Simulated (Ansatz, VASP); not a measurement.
SrO: VASP beside Ansatz

```xyz
2
Lattice="0.0000 2.5698 2.5698 2.5698 0.0000 2.5698 2.5698 2.5698 0.0000" Properties=species:S:1:pos:R:3 pbc="T T T"
Sr    0.0000    0.0000   -0.0625
O     2.5698    2.5698    2.5698
```

Change from the starting cell: all Sr atoms moved +0.062 Å, as atom 1 towards its neighbour atom 2 (O) at 2.570 Å.

Alike in both runs: task single point; functional PBEsol; k mesh 8 × 8 × 8; occupations gaussian, width 0.05 eV; no spin polarisation.

|  | VASP | Ansatz |
| --- | --- | --- |
| version | VASP 6.6.1 | Ansatz 0.2.0 |
| potentials or method | VASP PAW PBE potentials, release 64 (Sr_sv, O), cutoff 520 eV | scalar-relativistic, plane waves, PAW |
| valence electrons in the cell | 16 | 16 |

|  | VASP | Ansatz | Ansatz less VASP |
| --- | --- | --- | --- |
| gap on the k mesh at the Fermi level (eV) | 3.16 | 3.21 | +0.048 |
| least direct gap on the mesh (eV) | 3.24 | 3.28 | +0.037 |
| pressure (GPa) | -0.2 | -0.8 | -0.62 |
| traceless stress, the component that is largest in VASP (GPa) | 0.30 | 0.28 | -0.019 |
| rms of the force components (eV/Å) | 0.078 | 0.072 | -0.0056 |

VASP's potentials were made for PBE, not for PBEsol. Atom by atom the forces differ by 0.006 eV/Å (rms over components).
